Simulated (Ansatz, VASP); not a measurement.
# Two plane-wave programs on SnSe3

```
Sn Se
1.0
    -2.27016    2.27016    5.07101
     2.27016   -2.27016    5.07101
     2.27016    2.27016   -5.07101
Sn Se
1 3
Direct
  0.00000 0.00000 0.00000
  0.50000 0.50000 0.00000
  0.25000 0.75000 0.50000
  0.75000 0.25000 0.50000
```

Alike in both runs: task relaxation of cell and atoms; functional PBE; k mesh 6 × 6 × 6; occupations gaussian, width 0.1 eV; no spin polarisation.

|  | VASP | Ansatz |
| --- | --- | --- |
| version | VASP 6.6.1 | Ansatz 0.2.0 |
| potentials or method | VASP PAW PBE potentials, release 64 (Sn_d, Se), cutoff 600 eV | scalar-relativistic, plane waves, PAW |
| valence electrons in the cell | 32 | 62 |

Ansatz gave:

* gap on the k mesh at the Fermi level, each at its own relaxed structure (eV): none
* relaxed volume (Å³/atom): 27.85
* relaxed cell length with the largest relative difference (Å): 7.732

Question: Estimate VASP's values.

Answer: gap on the k mesh at the Fermi level, each at its own relaxed structure (eV): none; relaxed volume (Å³/atom): 27.90; relaxed cell length with the largest relative difference (Å): 7.756.

A gap of «none» marks a metal or a gap that the smearing closes. VASP's potentials hold 32 valence electrons a cell and Ansatz's 62, so a difference there can come from the potentials and not from the codes.
